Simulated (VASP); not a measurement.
# InSb (I-4m2) in VASP: notebook

The runs below take InSb through single point, with PBEsol.

All numbers are computed with VASP 6.6.1; they aren't measurements. Logs are shortened: lines on timing, memory, paths and dates and some standing lists are left out, and cuts for length are marked.

### Step 1. The cell of the first run

The structure is tetragonal, space group I-4m2 (No. 119). Conventional cell: a = 5.805 Å, b = 5.805 Å, c = 3.170 Å, α = 90.00°, β = 90.00°, γ = 90.00°. Within 4.0 Å of In (site symmetry -4m2) lie 8 Sb at 3.01 to 3.75 Å and 2 In at 3.17 Å. Sb (site symmetry -4m2) has 8 In at 3.01 to 3.75 Å and 2 Sb at 3.17 Å within 4.0 Å.

### Step 2. Single point, PBEsol

Contents of INCAR:

```
PREC = Accurate
ENCUT = 520
EDIFF = 1E-7
ISMEAR = 0
SIGMA = 0.15
LREAL = F
LASPH = T
NELM = 100
ALGO = Fast
ISIF = 2
LWAVE = F
LCHARG = F
GGA = PS
NBANDS = 16
```

Contents of KPOINTS:

```
Automatic mesh
0
Gamma
  22 22 22
```

Contents of POSCAR:

```
InSb
1.0
   -2.9027098465      2.9027098465      1.5849080914
    2.9027098465     -2.9027098465      1.5849080914
    2.9027098465      2.9027098465     -1.5849080914
In Sb
1 1
Direct
    0.2500000000      0.7500000000      0.5000000000
    0.0000000000      0.0000000000      0.0000000000
```

Potentials or basis: VASP PAW PBE potentials, release 64 (In_d, Sb).

Run with:

```bash
> cat potpaw_PBE.64/In_d/POTCAR potpaw_PBE.64/Sb/POTCAR > POTCAR
> mpirun -np 1 vasp_std > vasp.out
```

OUTCAR:

```text
PREC = Accurate
   ENCUT = 520
   EDIFF = 1E-7
   ISMEAR = 0
   LREAL = F
   LASPH = T
   NELM = 100
   ISIF = 2
   GGA = PS

 ion  position               nearest neighbor table
   1  0.250  0.750  0.500-   2 3.01   2 3.01   2 3.01   2 3.01   2 3.75   2 3.75   2 3.75   2 3.75

   2  0.000  0.000  0.000-   1 3.01   1 3.01   1 3.01   1 3.01   1 3.75   1 3.75   1 3.75   1 3.75

  LATTYP: Found a body centered tetragonal cell.
 ALAT       =     5.8054196930
 C/A-ratio  =     0.5460098237

  Lattice vectors:

 A1 = (  -2.9027098465,   2.9027098465,   1.5849080914)
 A2 = (   2.9027098465,  -2.9027098465,   1.5849080914)
 A3 = (   2.9027098465,   2.9027098465,  -1.5849080914)

Analysis of symmetry for initial positions (statically):
=====================================================================
 Subroutine PRICEL returns:
 Original cell was already a primitive cell.

 Routine SETGRP: Setting up the symmetry group for a
 body centered tetragonal supercell.

 Subroutine GETGRP returns: Found  8 space group operations
 (whereof  8 operations were pure point group operations)
 out of a pool of 16 trial point group operations.

The static configuration has the point symmetry D_2d.

Analysis of symmetry for dynamics (positions and initial velocities):
=====================================================================
 Subroutine PRICEL returns:
 Original cell was already a primitive cell.

 Routine SETGRP: Setting up the symmetry group for a
 body centered tetragonal supercell.

 Subroutine GETGRP returns: Found  8 space group operations
 (whereof  8 operations were pure point group operations)
 out of a pool of 16 trial point group operations.

The dynamic configuration has the point symmetry D_2d.

 Subroutine INISYM returns: Found  8 space group operations
 (whereof  8 operations are pure point group operations),
 and found     1 'primitive' translations

----------------------------------------------------------------------------------------

                                     Primitive cell

  volume of cell :      53.4160

  direct lattice vectors                    reciprocal lattice vectors
    -2.902709847  2.902709847  1.584908091     0.000000000  0.172252835  0.315475707
     2.902709847 -2.902709847  1.584908091     0.172252835  0.000000000  0.315475707
     2.902709847  2.902709847 -1.584908091     0.172252835  0.172252835  0.000000000

  length of vectors
     4.400384365  4.400384365  4.400384365     0.359438396  0.359438396  0.243602295

  position of ions in fractional coordinates (direct lattice)
     0.250000000  0.750000000  0.500000000
     0.000000000  0.000000000  0.000000000

  ion indices of the primitive-cell ions
   primitive index   ion index
                 1           1
                 2           2

----------------------------------------------------------------------------------------

 KPOINTS: Automatic mesh

Automatic generation of k-mesh.
 Grid dimensions read from file:
 generate k-points for:   22   22   22

 Generating k-lattice:

  Cartesian coordinates                     Fractional coordinates (reciprocal lattice)
     0.000000000  0.007829674  0.014339805     0.045454545  0.000000000 -0.000000000
     0.007829674  0.000000000  0.014339805     0.000000000  0.045454545 -0.000000000
     0.007829674  0.007829674  0.000000000     0.000000000  0.000000000  0.045454545

  Length of vectors
     0.016338109  0.016338109  0.011072832

  Shift w.r.t. Gamma in fractional coordinates (k-lattice)
     0.000000000  0.000000000  0.000000000

 Subroutine IBZKPT returns following result:
 ===========================================

 Found    834 irreducible k-points:

 Following reciprocal coordinates:
            Coordinates               Weight
  0.000000  0.000000  0.000000      1.000000
  0.045455 -0.000000  0.000000      8.000000
  0.090909 -0.000000  0.000000      8.000000
  0.136364 -0.000000  0.000000      8.000000
  0.181818  0.000000  0.000000      8.000000
  0.227273 -0.000000  0.000000      8.000000
[... 16 lines left out ...]
  0.500000  0.045455  0.000000     16.000000
 -0.454545  0.045455 -0.000000     16.000000
 [... further k-points ...]
   k-points           NKPTS =    834   k-points in BZ     NKDIM =    834   number of bands    NBANDS=     16
   number of dos      NEDOS =    301   number of ions     NIONS =      2
   total plane-waves  NPLWV =  46656
   dimension x,y,z NGX =    36 NGY =   36 NGZ =   36
   dimension x,y,z NGXF=    72 NGYF=   72 NGZF=   72
   ions per type =               1   1
   NGX,Y,Z   is equivalent  to a cutoff of  13.60, 13.60, 13.60 a.u.
   NGXF,Y,Z  is equivalent  to a cutoff of  27.20, 27.20, 27.20 a.u.
 SYSTEM =  unknown system
   PREC   = accura    normal or accurate (medium, high low for compatibility)
   ISTART =      0    job   : 0-new  1-cont  2-samecut
   ICHARG =      2    charge: 1-file 2-atom 10-const
   ISPIN  =      1    spin polarized calculation?
   LNONCOLLINEAR =      F non collinear calculations
   LSORBIT =      F    spin-orbit coupling
   LASPH  =      T    aspherical Exc in radial PAW
   ENCUT  =  520.0 eV  38.22 Ry    6.18 a.u.   8.18  8.18  8.18*2*pi/ulx,y,z
   NELM   =    100;   NELMIN=  2; NELMDL= -5     # of ELM steps
   EDIFF  = 0.1E-06   stopping-criterion for ELM
   LREAL  =      F    real-space projection
   EDIFFG = 0.1E-05   stopping-criterion for IOM
   NSW    =      0    number of steps for IOM
   IBRION =     -1    ionic relax: 0-MD 1-quasi-New 2-CG
   NFREE  =      0    steps in history (QN), initial steepest desc. (CG)
   ISIF   =      2    stress and relaxation
   ISYM   =      2    0-nonsym 1-usesym 2-fastsym
   POTIM  = 0.5000    time-step for ionic-motion
   TEBEG  =    0.0;   TEEND  =   0.0 temperature during run
   PSTRESS=    0.0 pullay stress
   NELECT =      18.0000    total number of electrons
   NUPDOWN=      -1.0000    fix difference up-down
   EMIN   =  10.00;   EMAX   =-10.00  energy-range for DOS
   EFERMI =   0.00;   METHOD = LEGACY
   ISMEAR =     0;   SIGMA  =   0.15  broadening in eV -4-tet -1-fermi 0-gaus
   EFERMI_NEDOS =   21; number of points for ismear=-14 and -15
   IALGO  =     68    algorithm
   IMIX   =      4    mixing-type and parameters
     AMIX     =   0.40;   BMIX     =  1.00
     AMIX_MAG =   1.60;   BMIX_MAG =  1.00
  volume/ion in A,a.u.               =      26.71       180.23
  Fermi-wavevector in a.u.,A,eV,Ry     =   1.139223  2.152818 17.658021  1.297828
  Thomas-Fermi vector in A             =   2.275926
   LORBIT       =      0    0 simple, 1 ext, 2 COOP (PROOUT), +10 PAW based schemes
   GGA     = PS    functional components
   LHFCALC =     F    Hartree Fock is set to
   AEXX    =    0.0000 exact exchange contribution
   IVDW    =     0    specifies the selected vdW correction
   LEPSILON=     F    determine dielectric tensor
   LRPA    =     F    only Hartree local field effects (RPA)
 non-spin polarized calculation
 RMM-DIIS sequential band-by-band and
 Gauss-broadening in eV      SIGMA  =   0.15
  energy-cutoff  :      520.00
  volume of cell :       53.42
 maximum number of plane-waves:      1468
 NGX is ok and might be reduce to    36
   NGX = 17   NGY = 17   NGZ = 17

 number of electron      17.9999995 magnetization

 Free energy of the ion-electron system (eV)
  ---------------------------------------------------
  ext. energy  EPLUGINS =         0.00000000
  ---------------------------------------------------
  free energy    TOTEN  =        -7.58412282 eV

  energy without entropy =       -7.57555156  energy(sigma->0) =       -7.57983719

 E-fermi :   7.6428     XC(G=0): -10.2723

 val. band max:        7.6426564663   @ k =  -0.2273   0.2273   0.0455
 cond. band min:       7.6494333747   @ k =   0.3182   0.1364   0.0000
 fundamental gap:      0.0067769084
 Fermi energy:         7.6428225980

 k-point     1 :       0.0000    0.0000    0.0000
  band No.  band energies     occupation
      1      -7.1300      2.00000
      2      -6.8741      2.00000
      3      -6.8722      2.00000
      4      -6.7613      2.00000
      5      -6.7613      2.00000
      6      -4.0390      2.00000
[... 8 lines left out ...]
     15      17.0921      0.00000
     16      17.8722      0.00000

 k-point     2 :       0.0455   -0.0000    0.0000
  band No.  band energies     occupation
      1      -7.1210      2.00000
      2      -6.8744      2.00000
      3      -6.8710      2.00000
      4      -6.7652      2.00000
      5      -6.7652      2.00000
      6      -3.9997      2.00000
[... 8 lines left out ...]
     15      17.4142      0.00000
     16      17.6337      0.00000

 k-point     3 :       0.0909   -0.0000    0.0000
  band No.  band energies     occupation
      1      -7.0948      2.00000
      2      -6.8753      2.00000
      3      -6.8677      2.00000
      4      -6.7767      2.00000
      5      -6.7766      2.00000
      6      -3.8817      2.00000
[... 8 lines left out ...]
     15      16.9249      0.00000
     16      17.0254      0.00000

 k-point     4 :       0.1364   -0.0000    0.0000
  band No.  band energies     occupation
      1      -7.0534      2.00000
      2      -6.8769      2.00000
      3      -6.8626      2.00000
      4      -6.7947      2.00000
      5      -6.7942      2.00000
      6      -3.6855      2.00000
[... 8 lines left out ...]
     15      16.2757      0.00000
     16      16.4499      0.00000
[... 324 lines left out ...]
 k-point    22 :       0.4545    0.0455    0.0000
  band No.  band energies     occupation
      1      -6.9663      2.00000
      2      -6.9555      2.00000
      3      -6.8852      2.00000
      4      -6.8091      2.00000
      5      -6.6715      2.00000
      6      -0.4804      2.00000
[... 8 lines left out ...]
     15      17.0013      0.00000
     16      17.5187      0.00000

 k-point    23 :       0.5000    0.0455    0.0000
  band No.  band energies     occupation
      1      -6.9632      2.00000
      2      -6.9518      2.00000
      3      -6.8855      2.00000
      4      -6.8095      2.00000
      5      -6.6803      2.00000
      6      -0.6007      2.00000
[... 8 lines left out ...]
     15      16.9674      0.00000
     16      17.5280      0.00000

 k-point    24 :      -0.4545    0.0455   -0.0000
  band No.  band energies     occupation
      1      -6.9527      2.00000
      2      -6.9409      2.00000
      3      -6.8849      2.00000
      4      -6.8122      2.00000
      5      -6.7072      2.00000
      6      -1.0116      2.00000
[... 8 lines left out ...]
     15      16.1740      0.00000
     16      18.2207      0.00000

 [... further k-points ...]
[... 5 lines left out ...]
  --------------------------------------------------------------------------------------
  -------------------------------------------------------------------------------------
  Total        0.0653720      0.0653720     -0.0486903      0.0000000      0.0000000      0.0000000
  in kB        1.9607890      1.9607890     -1.4604332      0.0000000      0.0000000      0.0000000
  external PRESSURE =       0.8203816 kB  Pullay stress =       0.0000000 kB

 VOLUME and BASIS-vectors are now :
 -----------------------------------------------------------------------------
  energy-cutoff  :      520.00
  volume of cell :       53.42
      direct lattice vectors                 reciprocal lattice vectors
    -2.902709847  2.902709847  1.584908091     0.000000000  0.172252835  0.315475707
     2.902709847 -2.902709847  1.584908091     0.172252835  0.000000000  0.315475707
     2.902709847  2.902709847 -1.584908091     0.172252835  0.172252835  0.000000000

 POSITION                                       TOTAL-FORCE (eV/Angst)
 -----------------------------------------------------------------------------------
      2.90271      0.00000      0.79245         0.000000     -0.000000      0.000000
      0.00000      0.00000      0.00000        -0.000000      0.000000     -0.000000
 -----------------------------------------------------------------------------------
    total drift:                               -0.000000      0.000000      0.000000

  FREE ENERGIE OF THE ION-ELECTRON SYSTEM (eV)
  ---------------------------------------------------
  free  energy   TOTEN  =        -7.5841228199 eV

  energy  without entropy=       -7.5755515554  energy(sigma->0) =       -7.57983719
```

Run time: 22 min. Hardware: 1 thread of Oxide Virtual Turin-like, shared host; peak memory 0.79 GiB.

What came out:

| Quantity | Value |
| --- | --- |
| Free energy | -7.5841 eV |
| Pressure | 0.1 GPa |
| Band gap on the k mesh | zero (bands 9 and 10 overlap by 4.54 eV) |

Caveat: the PAW data sets were made with another functional, which shifts forces and pressure a little; spin-orbit coupling is left out, which moves the levels of the heavy elements.

### Step 3. Single point, PBEsol

Contents of INCAR:

```
SYSTEM = InSb
PREC     = Accurate       ! precision mode
ENCUT    = 520            ! plane-wave cutoff, eV
EDIFF    = 1E-6           ! SCF threshold, eV
ISMEAR   = 0              ! smearing method
SIGMA    = 0.15           ! smearing width, eV
LREAL    = .False.        ! projectors in reciprocal space
LASPH    = .True.         ! aspherical terms in the spheres
NELM     = 100            ! most SCF steps
ALGO     = Fast           ! electronic algorithm
ISIF     = 2              ! what is computed and relaxed
LWAVE    = .False.        ! write WAVECAR
LCHARG   = .False.        ! write CHGCAR
GGA      = PS             ! functional
NBANDS   = 16             ! bands
```

Contents of KPOINTS:

```
Automatic mesh
0
Gamma
  24 24 24
  0 0 0
```

POSCAR is that of step 2.

Potentials or basis: VASP PAW PBE potentials, release 64 (In_d, Sb).

Run with:

```bash
> cat potpaw_PBE.64/In_d/POTCAR potpaw_PBE.64/Sb/POTCAR > POTCAR
> mpirun -np 1 vasp_std > vasp.out
```

Wall time 25 min (1 thread of Oxide Virtual Turin-like, shared host); peak memory 0.96 GiB.

It converged, with:

```yaml
Free_energy: -7.5848 eV
Pressure: 0.1 GPa
Band_gap_on_the_k_mesh: zero (bands 9 and 10 overlap by 4.60 eV)
```

Stress tensor (GPa, compression positive):
```
 0.19  0.00  0.00
 0.00  0.19  0.00
 0.00  0.00 -0.11
```

Levels at points of the mesh, in eV from the Fermi level:
```csv
k point,band 5,band 6,band 7,band 8,band 9,band 10,band 11,band 12,band 13,band 14
"(0.00, 0.00, 0.00)",-14.41,-11.68,-3.20,-2.17,-2.17,3.15,4.90,6.61,6.61,8.76
"(0.50, 0.00, 0.00)",-14.32,-8.12,-5.15,-2.20,-1.34,-1.29,2.43,3.07,5.07,7.43
"(0.50, 0.50, 0.00)",-14.39,-10.50,-7.69,-0.41,1.62,1.76,1.98,4.34,7.66,8.56
"(0.50, 0.50, 0.50)",-14.39,-9.42,-5.60,-4.91,-4.91,3.82,5.80,9.36,9.36,12.72
```

Caveat: the PAW data sets were made with another functional, which shifts forces and pressure a little; spin-orbit coupling is left out, which moves the levels of the heavy elements.
